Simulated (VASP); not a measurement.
# Ni (I4/mmm) in VASP: single point with PBE

Aim: the single point of Ni with PBE.

All numbers are computed with VASP 6.6.1; they aren't measurements. Logs are shortened: lines on timing, memory, paths and dates and some standing lists are left out, and cuts for length are marked.

## 1. The cell of the first run

It takes space group I4/mmm (No. 139, tetragonal). Conventional cell: a = 2.674 Å, b = 2.674 Å, c = 2.990 Å, α = 90.00°, β = 90.00°, γ = 90.00°. Within 3.2 Å of Ni (site symmetry 4/mmm) lie 14 Ni at 2.41 to 2.99 Å.

## 2. Single point, PBE, collinear spin, ferromagnetic start

Contents of INCAR:

```
ALGO = Normal
EDIFF = 1E-6
ENCUT = 690
GGA = PE
GGA_COMPAT = False
ISIF = 2
ISMEAR = 0
ISPIN = 2
LASPH = True
LCHARG = False
LMAXMIX = 4
LORBIT = 11
LREAL = False
LWAVE = False
MAGMOM = 0.75
NBANDS = 19
NELM = 200
PREC = Accurate
SIGMA = 0.15
```

Contents of KPOINTS:

```
k-points
0
Gamma
  22 22 22
```

Contents of POSCAR:

```
Ni
1.0
    0.0000000000      1.8909753312      1.4951897967
    1.8909753312      0.0000000000      1.4951897967
    1.8909753312      1.8909753312      0.0000000000
Ni
1
Direct
    0.0000000000      0.0000000000      0.0000000000
```

Potentials or basis: VASP PAW PBE potentials, release 64 (Ni_sv_GW).

Command:

```bash
> cat potpaw_PBE.64/Ni_sv_GW/POTCAR > POTCAR
> mpirun -np 1 vasp_std > vasp.out
```

OUTCAR:

```text
EDIFF = 1E-6
   ENCUT = 690
   GGA = PE
   ISIF = 2
   ISMEAR = 0
   ISPIN = 2
   LASPH = True
   LORBIT = 11
   LREAL = False
   NELM = 200
   PREC = Accurate

 ion  position               nearest neighbor table
   1  0.000  0.000  0.000-

  LATTYP: Found a body centered tetragonal cell.
 ALAT       =     2.6742429595
 C/A-ratio  =     1.1182153749

  Lattice vectors:

 A1 = (   0.0000000000,  -1.8909753312,  -1.4951897967)
 A2 = (   0.0000000000,   1.8909753312,  -1.4951897967)
 A3 = (   1.8909753312,   0.0000000000,   1.4951897967)

Analysis of symmetry for initial positions (statically):
=====================================================================
 Subroutine PRICEL returns:
 Original cell was already a primitive cell.

 Routine SETGRP: Setting up the symmetry group for a
 body centered tetragonal supercell.

 Subroutine GETGRP returns: Found 16 space group operations
 (whereof 16 operations were pure point group operations)
 out of a pool of 16 trial point group operations.

The static configuration has the point symmetry D_4h.

Analysis of symmetry for dynamics (positions and initial velocities):
=====================================================================
 Subroutine PRICEL returns:
 Original cell was already a primitive cell.

 Routine SETGRP: Setting up the symmetry group for a
 body centered tetragonal supercell.

 Subroutine GETGRP returns: Found 16 space group operations
 (whereof 16 operations were pure point group operations)
 out of a pool of 16 trial point group operations.

The dynamic configuration has the point symmetry D_4h.

Analysis of structural, dynamic, and magnetic symmetry:
=====================================================================
 Subroutine PRICEL returns:
 Original cell was already a primitive cell.

 Routine SETGRP: Setting up the symmetry group for a
 body centered tetragonal supercell.

 Subroutine GETGRP returns: Found 16 space group operations
 (whereof 16 operations were pure point group operations)
 out of a pool of 16 trial point group operations.

The overall configuration has the point symmetry D_4h.

 Subroutine INISYM returns: Found 16 space group operations
 (whereof 16 operations are pure point group operations),
 and found     1 'primitive' translations

----------------------------------------------------------------------------------------

                                     Primitive cell

  volume of cell :      10.6930

  direct lattice vectors                    reciprocal lattice vectors
     0.000000000  1.890975331  1.495189797    -0.264413814  0.264413814  0.334405706
     1.890975331  0.000000000  1.495189797     0.264413814 -0.264413814  0.334405706
     1.890975331  1.890975331  0.000000000     0.264413814  0.264413814 -0.334405706

  length of vectors
     2.410680450  2.410680450  2.674242959     0.501653772  0.501653772  0.501653772

  position of ions in fractional coordinates (direct lattice)
     0.000000000  0.000000000  0.000000000

  ion indices of the primitive-cell ions
   primitive index   ion index
                 1           1

----------------------------------------------------------------------------------------

 KPOINTS: k-points

Automatic generation of k-mesh.
 Grid dimensions read from file:
 generate k-points for:   22   22   22

 Generating k-lattice:

  Cartesian coordinates                     Fractional coordinates (reciprocal lattice)
    -0.012018810  0.012018810  0.015200259     0.045454545  0.000000000  0.000000000
     0.012018810 -0.012018810  0.015200259     0.000000000  0.045454545  0.000000000
     0.012018810  0.012018810 -0.015200259    -0.000000000 -0.000000000  0.045454545

  Length of vectors
     0.022802444  0.022802444  0.022802444

  Shift w.r.t. Gamma in fractional coordinates (k-lattice)
     0.000000000  0.000000000  0.000000000

 Subroutine IBZKPT returns following result:
 ===========================================

 Found    834 irreducible k-points:

 Following reciprocal coordinates:
            Coordinates               Weight
  0.000000  0.000000  0.000000      1.000000
  0.045455  0.000000  0.000000      8.000000
  0.090909  0.000000  0.000000      8.000000
  0.136364  0.000000  0.000000      8.000000
  0.181818  0.000000  0.000000      8.000000
  0.227273  0.000000  0.000000      8.000000
[... 16 lines left out ...]
  0.500000  0.045455  0.000000      8.000000
 -0.454545  0.045455  0.000000      8.000000
 [... further k-points ...]
   k-points           NKPTS =    834   k-points in BZ     NKDIM =    834   number of bands    NBANDS=     19
   number of dos      NEDOS =    301   number of ions     NIONS =      1
   total plane-waves  NPLWV =  13824
   dimension x,y,z NGX =    24 NGY =   24 NGZ =   24
   dimension x,y,z NGXF=    48 NGYF=   48 NGZF=   48
   ions per type =               1
   NGX,Y,Z   is equivalent  to a cutoff of  16.55, 16.55, 14.92 a.u.
   NGXF,Y,Z  is equivalent  to a cutoff of  33.10, 33.10, 29.84 a.u.
 SYSTEM =  unknown system
   PREC   = accura    normal or accurate (medium, high low for compatibility)
   ISTART =      0    job   : 0-new  1-cont  2-samecut
   ICHARG =      2    charge: 1-file 2-atom 10-const
   ISPIN  =      2    spin polarized calculation?
   LNONCOLLINEAR =      F non collinear calculations
   LSORBIT =      F    spin-orbit coupling
   LASPH  =      T    aspherical Exc in radial PAW
   ENCUT  =  690.0 eV  50.71 Ry    7.12 a.u.   5.16  5.16  5.73*2*pi/ulx,y,z
   NELM   =    200;   NELMIN=  2; NELMDL= -5     # of ELM steps
   EDIFF  = 0.1E-05   stopping-criterion for ELM
   LREAL  =      F    real-space projection
   EDIFFG = 0.1E-04   stopping-criterion for IOM
   NSW    =      0    number of steps for IOM
   IBRION =     -1    ionic relax: 0-MD 1-quasi-New 2-CG
   NFREE  =      0    steps in history (QN), initial steepest desc. (CG)
   ISIF   =      2    stress and relaxation
   ISYM   =      2    0-nonsym 1-usesym 2-fastsym
   POTIM  = 0.5000    time-step for ionic-motion
   TEBEG  =    0.0;   TEEND  =   0.0 temperature during run
   PSTRESS=    0.0 pullay stress
   NELECT =      18.0000    total number of electrons
   NUPDOWN=      -1.0000    fix difference up-down
   EMIN   =  10.00;   EMAX   =-10.00  energy-range for DOS
   EFERMI =   0.00;   METHOD = LEGACY
   ISMEAR =     0;   SIGMA  =   0.15  broadening in eV -4-tet -1-fermi 0-gaus
   EFERMI_NEDOS =   21; number of points for ismear=-14 and -15
   IALGO  =     38    algorithm
   IMIX   =      4    mixing-type and parameters
     AMIX     =   0.40;   BMIX     =  1.00
     AMIX_MAG =   1.60;   BMIX_MAG =  1.00
  volume/ion in A,a.u.               =      10.69        72.16
  Fermi-wavevector in a.u.,A,eV,Ry     =   1.947450  3.680147 51.600932  3.792562
  Thomas-Fermi vector in A             =   2.975686
   LORBIT       =     11    0 simple, 1 ext, 2 COOP (PROOUT), +10 PAW based schemes
   GGA     = PE    functional components
   LHFCALC =     F    Hartree Fock is set to
   AEXX    =    0.0000 exact exchange contribution
   IVDW    =     0    specifies the selected vdW correction
   LEPSILON=     F    determine dielectric tensor
   LRPA    =     F    only Hartree local field effects (RPA)
 spin polarized calculation
 Gauss-broadening in eV      SIGMA  =   0.15
  energy-cutoff  :      690.00
  volume of cell :       10.69
 maximum number of plane-waves:       455
 NGX is ok and might be reduce to    24
   NGX = 11   NGY = 11   NGZ = 11

 number of electron      17.9999992 magnetization       0.5774174

 Free energy of the ion-electron system (eV)
  ---------------------------------------------------
  ext. energy  EPLUGINS =         0.00000000
  ---------------------------------------------------
  free energy    TOTEN  =        -6.34954817 eV

  energy without entropy =       -6.33046403  energy(sigma->0) =       -6.34000610

 E-fermi :   7.9871     XC(G=0): -13.9822

 val. band max:        7.9868521933   @ k =   0.3636   0.0909   0.0000
 cond. band min:       7.9887711934   @ k =   0.5000   0.0000   0.0455
 fundamental gap:      0.0019190001
 Fermi energy:         7.9870767461

 spin component 1

 k-point     1 :       0.0000    0.0000    0.0000
  band No.  band energies     occupation
      1     -95.5354      1.00000
      2     -55.8002      1.00000
      3     -55.8002      1.00000
      4     -55.7471      1.00000
      5      -1.1656      1.00000
      6       5.4399      1.00000
[... 11 lines left out ...]
     18      40.2859      0.00000
     19      42.4865      0.00000

 k-point     2 :       0.0455    0.0000    0.0000
  band No.  band energies     occupation
      1     -95.5343      1.00000
      2     -55.8028      1.00000
      3     -55.8015      1.00000
      4     -55.7491      1.00000
      5      -1.0812      1.00000
      6       5.4399      1.00000
[... 476 lines left out ...]
 k-point    24 :      -0.4545    0.0455    0.0000
  band No.  band energies     occupation
      1     -95.4964      1.00000
      2     -56.0139      1.00000
      3     -55.8720      1.00000
      4     -55.7724      1.00000
      5       3.1784      1.00000
      6       4.9556      1.00000
[... 11 lines left out ...]
     18      49.7549      0.00000
     19      55.5776      0.00000

 [... further k-points ...]

 spin component 2

 k-point     1 :       0.0000    0.0000    0.0000
  band No.  band energies     occupation
      1     -94.7738      1.00000
      2     -55.0513      1.00000
      3     -55.0513      1.00000
      4     -55.0113      1.00000
      5      -1.1898      1.00000
      6       6.1585      1.00000
[... 11 lines left out ...]
     18      40.1937      0.00000
     19      42.6937      0.00000

 k-point     2 :       0.0455    0.0000    0.0000
  band No.  band energies     occupation
      1     -94.7727      1.00000
      2     -55.0541      1.00000
      3     -55.0528      1.00000
      4     -55.0133      1.00000
      5      -1.1054      1.00000
      6       6.1574      1.00000
[... 476 lines left out ...]
 k-point    24 :      -0.4545    0.0455    0.0000
  band No.  band energies     occupation
      1     -94.7338      1.00000
      2     -55.2772      1.00000
      3     -55.1251      1.00000
      4     -55.0320      1.00000
      5       3.5510      1.00000
      6       5.5719      1.00000
[... 11 lines left out ...]
     18      49.8398      0.00000
     19      55.7405      0.00000

 [... further k-points ...]

------------------------ aborting loop because EDIFF is reached ----------------------------------------

  FORCE on cell =-STRESS in cart. coord.  units (eV):
  Direction    XX          YY          ZZ          XY          YZ          ZX
  --------------------------------------------------------------------------------------
  -------------------------------------------------------------------------------------
  Total        0.0795695      0.0795695      0.6318296      0.0000000     -0.0000000      0.0000000
  in kB       11.9222705     11.9222705     94.6700329      0.0000000     -0.0000000      0.0000000
  external PRESSURE =      39.5048580 kB  Pullay stress =       0.0000000 kB

 VOLUME and BASIS-vectors are now :
 -----------------------------------------------------------------------------
  energy-cutoff  :      690.00
  volume of cell :       10.69
      direct lattice vectors                 reciprocal lattice vectors
     0.000000000  1.890975331  1.495189797    -0.264413814  0.264413814  0.334405706
     1.890975331  0.000000000  1.495189797     0.264413814 -0.264413814  0.334405706
     1.890975331  1.890975331  0.000000000     0.264413814  0.264413814 -0.334405706

 POSITION                                       TOTAL-FORCE (eV/Angst)
 -----------------------------------------------------------------------------------
      0.00000      0.00000      0.00000         0.000000      0.000000      0.000000
 -----------------------------------------------------------------------------------
    total drift:                                0.000000      0.000000     -0.000000

  FREE ENERGIE OF THE ION-ELECTRON SYSTEM (eV)
  ---------------------------------------------------
  free  energy   TOTEN  =        -6.3495481718 eV

  energy  without entropy=       -6.3304640304  energy(sigma->0) =       -6.34000610

 total charge

# of ion       s       p       d       f       tot
--------------------------------------------------
    1        2.241   6.298   7.822   0.005  16.366

 magnetization (x)

# of ion       s       p       d       f       tot
--------------------------------------------------
    1       -0.001  -0.012   0.623  -0.000   0.610
```

Run time: 6.1 min. Hardware: 1 thread of Intel Xeon Platinum 8375C at 2.90GHz (Ice Lake), shared host; peak memory 0.52 GiB.

Results:

- Free energy: -6.3495 eV
- Pressure: 4.0 GPa
- Net moment: 0.58 μB per cell
- Site moments: Ni +0.61 μB
- Valence electrons inside the program's atomic spheres: Ni 16.37

Caveat: the cell differs from its parent crystal (strain +e along x and -e along y +0.0000, strain +e along z and -e/2 along x and y -0.1500); the stress differs along the axes, from 1 to 9 GPa.
